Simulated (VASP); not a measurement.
Crystal: KF.

```xyz
2
Lattice="0.1057 2.9680 2.9680 2.9680 0.1057 2.9680 2.9680 2.9680 0.1057" Properties=species:S:1:pos:R:3 pbc="T T T"
K     0.0237    0.0237    0.0237
F     1.4868    1.4868    1.4868
```

This cell differs from its parent crystal: epitaxial 111 strain -2.5%.

Base run:

- Program: VASP 6.6.1
- Functional: PBE
- Potentials or basis: VASP PAW PBE potentials, release 64 (K_sv, F)
- Cutoff: 520 eV
- k mesh: 8 × 8 × 8
- Occupations: fermi-dirac, width 0.02 eV
- Spin: no spin polarisation

Its results: band gap on the k mesh 5.20 eV, indirect (least direct gap 5.41 eV); pressure 1.4 GPa.

Task: The run is repeated on the same cell with these changes: functional from PBE to r2SCAN; occupations from fermi-dirac, width 0.02 eV to gaussian, width 0.01 eV. What comes out?

Result: Band gap on the k mesh 5.79 eV, indirect (least direct gap 5.99 eV); pressure 0.5 GPa.

Caveats: the PAW data sets were made with another functional, which shifts forces and pressure a little (some runs).

A k mesh can miss the band edges.
